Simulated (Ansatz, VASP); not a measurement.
# Mg: VASP beside Ansatz

Contents of INCAR:

```
ALGO = Normal
EDIFF = 1E-6
ENCUT = 520
GGA = PE
ISIF = 2
ISMEAR = 0
LASPH = True
LCHARG = True
LELF = True
LREAL = False
LVHAR = True
LWAVE = False
NBANDS = 7
NELM = 80
PREC = Accurate
SIGMA = 0.15
```

The input KPOINTS:

```
k-points
0
Gamma
  20 20 20
```

Contents of POSCAR:

```
Mg
1.0
   -1.9328289016      1.9328289016      1.4965894185
    1.9328289016     -1.9328289016      1.4965894185
    1.9328289016      1.9328289016     -1.4965894185
Mg
1
Direct
    0.0000000000      0.0000000000      0.0000000000
```

Input for Ansatz:

```yaml
crystal:
  lattice:
    - [-1.9328289016, 1.9328289016, 1.4965894185]
    - [1.9328289016, -1.9328289016, 1.4965894185]
    - [1.9328289016, 1.9328289016, -1.4965894185]
  atoms:
    - { symbol: Mg, position: [0.0, 0.0, 0.0] }
basis:
  ecutwfc: 520.0
kpoints:
  mp_grid: { grid: [20, 20, 20] }
hamiltonian:
  xc: pbe
  pseudopotentials: { kind: paw }
scf:
  occupations: { method: gaussian, width: 0.15 }
output:
  forces: true
  stress: true
  eigenvalues: true
```

Alike in both runs: task single point; functional PBE; k mesh 20 × 20 × 20; occupations gaussian, width 0.15 eV; no spin polarisation.

|  | VASP | Ansatz |
| --- | --- | --- |
| version | VASP 6.6.1 | Ansatz 0.2.0 |
| potentials or method | VASP PAW PBE potentials, release 64 (Mg), cutoff 520 eV | scalar-relativistic, plane waves, PAW |
| valence electrons in the cell | 2 | 10 |

|  | VASP | Ansatz | Ansatz less VASP |
| --- | --- | --- | --- |
| gap on the k mesh at the Fermi level (eV) | none | none | - |
| pressure (GPa) | 2.1 | 2.2 | +0.11 |
| traceless stress, the component that is largest in VASP (GPa) | 4.15 | 4.15 | -0.006 |

A gap of «none» marks a metal or a gap that the smearing closes. VASP's potentials hold 2 valence electrons a cell and Ansatz's 10, so a difference there can come from the potentials and not from the codes.
